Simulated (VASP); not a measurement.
Set up this calculation in VASP 6.6.1, as the native input.

```yaml
Task: single point
Functional: PBE
Potentials_or_basis: VASP PAW PBE potentials, release 64 (Sn_d, Zn)
Cutoff: 520 eV
k_mesh: 6 × 6 × 6
Occupations: fermi-dirac, width 0.1 eV
Spin: no spin polarisation
Dipole_correction: no
Further_INCAR_settings: ALGO = Normal; EDIFF = 1e-07; NBANDS = 20
```

The structure of ZnSn lies in POSCAR:

```
ZnSn
1.0
    3.3196150000      0.0000000000      0.0000000000
   -1.6598080000      2.8748780000      0.0000000000
   -1.6598080000      0.9582930000      4.0791950000
Sn Zn
1 1
Direct
    0.5000000000      0.5000000000      0.5000000000
    0.0000000000      0.0000000000      0.0000000000
```

One way to write it, as run:

INCAR

```
  ALGO = Normal
  EDIFF = 1E-7
  ENCUT = 520
  GGA = PE
  ISIF = 2
  ISMEAR = -1
  LASPH = T
  LCHARG = F
  LREAL = F
  LWAVE = F
  NBANDS = 20
  NELM = 60
  PREC = Accurate
  SIGMA = 0.1
```

KPOINTS

```
k-points
0
Gamma
  6 6 6
```

Potentials or basis: VASP PAW PBE potentials, release 64 (Sn_d, Zn).

Command:

```sh
$ cat potpaw_PBE.64/Sn_d/POTCAR potpaw_PBE.64/Zn/POTCAR > POTCAR
$ mpirun -np 1 vasp_std > vasp.out
```

It gave:

| Property | Result |
| --- | --- |
| Pressure | 10.6 GPa |
| Band gap on the k mesh | zero (band 13 reaches 13.79 eV, above the bottom of band 14 at 5.83 eV) |

Caveat: the k points lie up to 0.37 Å⁻¹ apart; spin-orbit coupling is left out, which moves the levels of the heavy elements.

Wall time 24 s on 1 thread of Intel(R) Xeon(R) Platinum 8375C CPU @ 2.90GHz (Ice Lake), with other jobs on the host, peak memory 0.18 GiB.
